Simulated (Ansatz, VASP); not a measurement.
**One calculation of B, two programs**

```
CELL_PARAMETERS angstrom
0.00000 1.42780 1.42780
1.42780 0.00000 1.42780
1.42780 1.42780 0.00000
ATOMIC_POSITIONS crystal
B 0.00000 0.00000 0.00000
```

Alike in both runs: functional PBEsol; k mesh 10 × 10 × 10; occupations gaussian, width 0.1 eV; no spin polarisation.

Ansatz relaxed the structure, and its values are those at the end. VASP's run is a single point on that final structure, the one shown.

|  | VASP | Ansatz |
| --- | --- | --- |
| version | VASP 6.6.1 | Ansatz 0.2.0 |
| potentials or method | VASP PAW PBE potentials, release 64 (B), cutoff 520 eV | scalar-relativistic, plane waves, PAW |
| valence electrons in the cell | 3 | 3 |

Ansatz gave:

```
gap on the k mesh at the Fermi level (eV) : none
pressure (GPa)                            : 0.0
```

Problem. What did VASP give for the same quantities?

Solution. gap on the k mesh at the Fermi level (eV): none; pressure (GPa): 0.4.

VASP's potentials were made for PBE, not for PBEsol. A gap of «none» marks a metal or a gap that the smearing closes.

The k mesh is coarse, so the values compare programs but aren't converged.
